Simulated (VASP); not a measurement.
Ga:

```
Ga
1.0
     2.71648    0.00000    0.00000
     0.00000    2.71648    0.00000
     0.00000    0.00000    2.71648
Ga
1
Direct
  0.00000 0.00000 0.00000
```

| Item | Value |
| --- | --- |
| Program | VASP 6.6.1 |
| Task | relaxation of cell and atoms |
| Functional | PBE |
| Dispersion | D3(BJ) |
| Potentials or basis | VASP PAW PBE potentials, release 64 (Ga_d) |
| Cutoff | 600 eV |
| k mesh | 10 × 10 × 10 |
| Occupations | fermi-dirac, width 0.05 eV |
| Spin | no spin polarisation |

At the start: pressure -2.1 GPa; volume 20.05 Å³/atom.

Problem. How do energy, volume and symmetry change on relaxing?

Solution. Over 4 steps the energy falls by 6.9 meV/atom and the volume is 19.05 Å³/atom (-5.0 %); space group Pm-3m (No. 221, to 0.05 Å).

Step by step:
| step | energy change (eV) | largest force (eV/Å) | pressure (GPa) | volume (Å³) |
| --- | --- | --- | --- | --- |
| 1 | 0.0000 | 0.0000 | -2.07 | 20.05 |
| 2 | -0.0064 | 0.0000 | -0.69 | 19.30 |
| 3 | -0.0068 | 0.0000 | 0.26 | 18.96 |
| 4 | -0.0069 | 0.0000 | -0.07 | 19.05 |

Final structure:
```cif
data_structure
_symmetry_space_group_name_H-M 'P 1'
_symmetry_Int_Tables_number 1
_cell_length_a 2.6708
_cell_length_b 2.6708
_cell_length_c 2.6708
_cell_angle_alpha 90.000
_cell_angle_beta 90.000
_cell_angle_gamma 90.000
_cell_volume 19.05
loop_
_atom_site_label
_atom_site_type_symbol
_atom_site_fract_x
_atom_site_fract_y
_atom_site_fract_z
_atom_site_occupancy
Ga1 Ga 0.00000 0.00000 0.00000 1
```

Caveat: pairwise dispersion overbinds metals, which lowers pressure and volume.
